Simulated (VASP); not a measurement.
# MnO2 (Pmmn) in VASP: further runs, part 2 of 2

VASP 6.6.1. The steps go on from the part before.

### Step 5. Single point, r2SCAN, collinear spin, ferromagnetic start

POSCAR reads:

```
MnO2
1.0
    2.9041580000      0.0000000000      0.0000000000
    0.0000000000      3.8448100000      0.0000000000
    0.0000000000      0.0000000000      6.1642640000
Mn O
2 4
Direct
    0.5000000000      0.5000000000      0.3433015000
    0.0000000000      0.0000000000      0.6566985000
    0.5000000000      0.0000000000      0.8375675000
    0.0000000000      0.5000000000      0.1624325000
    0.5000000000      0.0000000000      0.4217995000
    0.0000000000      0.5000000000      0.5782005000
```

INCAR.step1 reads:

```
PREC = Accurate ; ENCUT = 520
ISMEAR = -1 ; SIGMA = 0.05
LREAL = F ; LASPH = T
NELM = 150 ; ISPIN = 2
MAGMOM = 4 4 0 0 0 0 ; LMAXMIX = 4
NBANDS = 38 ; GGA = PE
ALGO = Normal ; EDIFF = 1E-4
LWAVE = T ; LCHARG = F
```

INCAR.step2 reads:

```
PREC = Accurate ; ENCUT = 520
EDIFF = 1E-6 ; ISMEAR = -1
SIGMA = 0.05 ; LREAL = F
LASPH = T ; NELM = 150
ALGO = Normal ; ISIF = 2
LWAVE = F ; LCHARG = T
ISPIN = 2 ; MAGMOM = 4 4 0 0 0 0
LORBIT = 11 ; LMAXMIX = 4
METAGGA = R2SCAN ; LMIXTAU = T
LELF = T ; LVHAR = T
NBANDS = 38 ; ISTART = 1
```

KPOINTS reads:

```
Automatic mesh
0
Gamma
  7 5 4
```

Potentials or basis: VASP PAW PBE potentials, release 64 (Mn_pv, O).

On the command line:

```bash
> cat potpaw_PBE.64/Mn_pv/POTCAR potpaw_PBE.64/O/POTCAR > POTCAR
> cp INCAR.step1 INCAR
> mpirun -np 1 vasp_std > vasp.out
> cp INCAR.step2 INCAR
> mpirun -np 1 vasp_std > vasp.out
```

OUTCAR:

```text
PREC = Accurate
   ENCUT = 520
   EDIFF = 1E-6
   ISMEAR = -1
   LREAL = F
   LASPH = T
   NELM = 150
   ISIF = 2
   ISPIN = 2
   LORBIT = 11
   METAGGA = R2SCAN
   ISTART = 1

 ion  position               nearest neighbor table
   1  0.500  0.500  0.343-   4 1.83   4 1.83   5 1.98   5 1.98   6 2.05   6 2.05   2 3.09   2 3.09
                             2 3.09   2 3.09
   2  0.000  0.000  0.657-   3 1.83   3 1.83   6 1.98   6 1.98   5 2.05   5 2.05   1 3.09   1 3.09
                             1 3.09   1 3.09
   3  0.500  0.000  0.838-   2 1.83   2 1.83
   4  0.000  0.500  0.162-   1 1.83   1 1.83
   5  0.500  0.000  0.422-   1 1.98   1 1.98   2 2.05   2 2.05
   6  0.000  0.500  0.578-   2 1.98   2 1.98   1 2.05   1 2.05

[... 2168 lines left out ...]
      1.45208      1.92240      2.11620         0.000000      0.000000     -0.208087
      0.00000      0.00000      4.04806         0.000000      0.000000      0.208087
      1.45208      0.00000      5.16299         0.000000      0.000000     -0.892361
      0.00000      1.92240      1.00128         0.000000      0.000000      0.892361
      1.45208      0.00000      2.60008         0.000000      0.000000      0.153873
      0.00000      1.92240      3.56418         0.000000      0.000000     -0.153873
 -----------------------------------------------------------------------------------
    total drift:                                0.000000      0.000000      0.000000

  FREE ENERGIE OF THE ION-ELECTRON SYSTEM (eV)
  ---------------------------------------------------
  free  energy   TOTEN  =       -64.1923174751 eV

  energy  without entropy=      -64.1878187618  energy(sigma->0) =      -64.19006812

 total charge

# of ion       s       p       d       tot
------------------------------------------
    1        0.351   6.387   4.834  11.572
    2        0.351   6.387   4.834  11.572
    3        1.594   3.363   0.000   4.957
    4        1.594   3.363   0.000   4.957
    5        1.572   3.467   0.000   5.038
    6        1.572   3.467   0.000   5.038
--------------------------------------------------
tot          7.033  26.433   9.669  43.135

 magnetization (x)

# of ion       s       p       d       tot
------------------------------------------
    1        0.021   0.023   2.876   2.920
    2        0.021   0.023   2.876   2.920
    3        0.004   0.037   0.000   0.041
    4        0.004   0.037   0.000   0.041
    5        0.005  -0.037   0.000  -0.032
    6        0.005  -0.037   0.000  -0.032
--------------------------------------------------
tot          0.061   0.045   5.753   5.858
```

OUTCAR.step1:

```text
PREC = Accurate
   ENCUT = 520
   ISMEAR = -1
   LREAL = F
   LASPH = T
[... 2185 lines left out ...]
      1.45208      0.00000      5.16299         0.000000      0.000000     -0.674388
      0.00000      1.92240      1.00128         0.000000      0.000000      0.674388
      1.45208      0.00000      2.60008         0.000000      0.000000      0.049173
      0.00000      1.92240      3.56418         0.000000      0.000000     -0.049173
 -----------------------------------------------------------------------------------
    total drift:                                0.000000      0.000000      0.000000

  FREE ENERGIE OF THE ION-ELECTRON SYSTEM (eV)
  ---------------------------------------------------
  free  energy   TOTEN  =       -47.0002160607 eV

  energy  without entropy=      -46.9934688401  energy(sigma->0) =      -46.99684245
```

OSZICAR.step1:

```text
N       E                     dE             d eps       ncg     rms          rms(c)
DAV:   1     0.618783285852E+03    0.61878E+03   -0.27935E+04  5512   0.154E+03
DAV:   2    -0.159414679371E+01   -0.62038E+03   -0.56759E+03  5698   0.455E+02
DAV:   3    -0.617130261881E+02   -0.60119E+02   -0.58998E+02  6096   0.153E+02
DAV:   4    -0.628550716541E+02   -0.11420E+01   -0.11395E+01  6180   0.228E+01
DAV:   5    -0.628664390244E+02   -0.11367E-01   -0.11366E-01  5936   0.240E+00    0.412E+01
DAV:   6    -0.667189814747E+02   -0.38525E+01   -0.11208E+02  6680   0.958E+01    0.669E+01
DAV:   7    -0.490616184197E+02    0.17657E+02   -0.75802E+01  6508   0.934E+01    0.204E+01
DAV:   8    -0.477696669157E+02    0.12920E+01   -0.70704E+00  6090   0.193E+01    0.101E+01
DAV:   9    -0.469832696781E+02    0.78640E+00   -0.19096E+00  7538   0.149E+01    0.415E+00
DAV:  10    -0.470097666316E+02   -0.26497E-01   -0.35788E-01  5904   0.392E+00    0.206E+00
DAV:  11    -0.469996158552E+02    0.10151E-01   -0.77523E-02  6146   0.167E+00    0.917E-01
DAV:  12    -0.470008986961E+02   -0.12828E-02   -0.13481E-02  6696   0.951E-01    0.442E-01
DAV:  13    -0.470002032178E+02    0.69548E-03   -0.23587E-03  6172   0.448E-01    0.191E-01
DAV:  14    -0.470002033804E+02   -0.16258E-06   -0.11464E-03  6142   0.320E-01    0.631E-02
DAV:  15    -0.470002160607E+02   -0.12680E-04   -0.63247E-05  3270   0.618E-02
   1 F= -.47000216E+02 E0= -.46996842E+02  d E =-.674722E-02  mag=     5.9986
```

Wall time 18 min (1 thread of Oxide Virtual Turin-like, shared host); peak memory 0.27 GiB.

What came out:

```
Free energy                                           : -64.1923 eV
Pressure                                              : -11.6 GPa
Largest force                                         : 0.892 eV/Å
Band gap on the k mesh                                : zero (filled and empty bands overlap)
Net moment                                            : 6.00 μB per cell
Site moments                                          : Mn +2.92; O +0.04, -0.03 (each value once) μB
Valence electrons inside the program's atomic spheres : Mn 11.57; O 4.96, 5.04 (each value once)
```

Forces on the atoms (eV/Å):
```
Mn   0.000  0.000 -0.208
Mn   0.000  0.000  0.208
O    0.000  0.000 -0.892
O    0.000  0.000  0.892
O    0.000  0.000  0.154
O    0.000  0.000 -0.154
```

Stress tensor (GPa, compression positive):
```
-15.41   0.00   0.00
  0.00 -10.25   0.00
  0.00   0.00  -9.28
```

Levels at points of the mesh, in eV from the Fermi level:
Spin up:
```
           k point  band 24  band 25  band 26  band 27  band 28  band 29  band 30  band 31  band 32  band 33
(0.00, 0.00, 0.00)    -1.64    -1.52    -0.99    -0.29    -0.11     0.80     0.81     2.53     2.86     6.93
(0.00, 0.00, 0.50)    -1.67    -1.63    -0.86    -0.52     0.11     0.46     0.98     2.40     2.97     8.43
```
Spin down:
| k point | band 18 | band 19 | band 20 | band 21 | band 22 | band 23 | band 24 | band 25 | band 26 | band 27 |
| --- | --- | --- | --- | --- | --- | --- | --- | --- | --- | --- |
| (0.00, 0.00, 0.00) | -2.74 | -2.24 | -1.96 | -1.71 | -1.59 | 1.36 | 1.85 | 1.88 | 2.06 | 2.68 |
| (0.00, 0.00, 0.50) | -2.72 | -2.59 | -2.16 | -1.71 | -1.62 | 1.36 | 1.85 | 1.93 | 2.01 | 2.68 |

Caveat: the stress differs along the axes, from -15 to -9 GPa; the PAW data sets were made with another functional, which shifts forces and pressure a little; semilocal functionals often make such compounds metallic where correlation or magnetic order opens a gap, which also shifts bond lengths; the run started ferromagnetic, and an antiferromagnetic order may lie lower in energy. With open d or f shells a metallic result of r2SCAN can be an artefact of self-interaction; +U or a hybrid may open a gap.

### Step 6. Summary

| level | spin | fixed moment (μB) | k mesh | gap on the mesh (eV) | pressure (GPa) | moment (μB) | largest force (eV/Å) |
| --- | --- | --- | --- | --- | --- | --- | --- |
| PBEsol | collinear, zero start | 0.0 | 8 × 6 × 4 | - | -22.0 | 0.00 | 3.15 |
| PBE | off | - | 9 × 7 × 5 | none | -15.4 | - | 2.74 |
| r2SCAN | off | - | 7 × 5 × 4 | none | -21.6 | - | 3.26 |
| r2SCAN | collinear, ferromagnetic start | - | 7 × 5 × 4 | none | -11.6 | 6.00 | 0.89 |

Alike in all rows: task single point; potentials or basis VASP PAW PBE potentials, release 64 (Mn_pv, O); cell as given; cutoff (eV) 520; smearing fermi-dirac 0.05 eV.

The pressure there spans -22.0 GPa (PBEsol) to -11.6 GPa (r2SCAN); a positive pressure means that this level wants a larger cell, a negative one a smaller.

Caveats: the PAW data sets were made with another functional, which shifts forces and pressure a little (at least some runs); semilocal functionals often make such compounds metallic where correlation or magnetic order opens a gap, which also shifts bond lengths (at least some runs); the stress differs along the axes, from -27 to -17 GPa (at least some runs); the total moment is fixed, so each spin has its own Fermi level (at least some runs); the stress differs along the axes, from -20 to -11 GPa (at least some runs); forces of over 1 eV/Å act on the atoms, so gaps and moduli don't describe the material at rest (at least some runs); the stress differs along the axes, from -26 to -16 GPa (at least some runs).

Total energies depend on the potentials used, so only differences within one code and one set of settings carry meaning.
